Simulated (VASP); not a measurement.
## Pt: single point with PBE

Crystal: Pt.

```
Pt
1.0
     0.00000    1.98516    1.98516
     1.98516    0.00000    1.98516
     1.98516    1.98516    0.00000
Pt
1
Cartesian
  0.0000 0.0000 0.0000
```

```json
{"Program": "VASP 6.6.1", "Task": "single point", "Functional": "PBE", "Potentials or basis": "VASP PAW PBE potentials, release 64 (Pt)", "Cutoff": "520 eV", "k mesh": "11 × 11 × 11", "Occupations": "fermi-dirac, width 0.1 eV", "Spin": "no spin polarisation"}
```

```json
{
 "Pressure": "-0.5 GPa",
 "Band gap on the k mesh": "zero (band 5 reaches 10.93 eV, above the bottom of band 6 at 8.94 eV)"
}
```

Levels at points of the mesh, in eV from the Fermi level:
```tsv
k point	band 1	band 2	band 3	band 4	band 5	band 6	band 7	band 8	band 9	band 10
(0.00, 0.00, 0.00)	-9.78	-3.55	-3.55	-3.55	-1.52	-1.52	14.77	19.52	19.52	19.52
```

It took 5.5 s on 1 thread of Intel(R) Xeon(R) 6975P-C (Granite Rapids) (shared host), peak memory 0.14 GiB.

Caveat: spin-orbit coupling is left out, which moves the levels of the heavy elements.
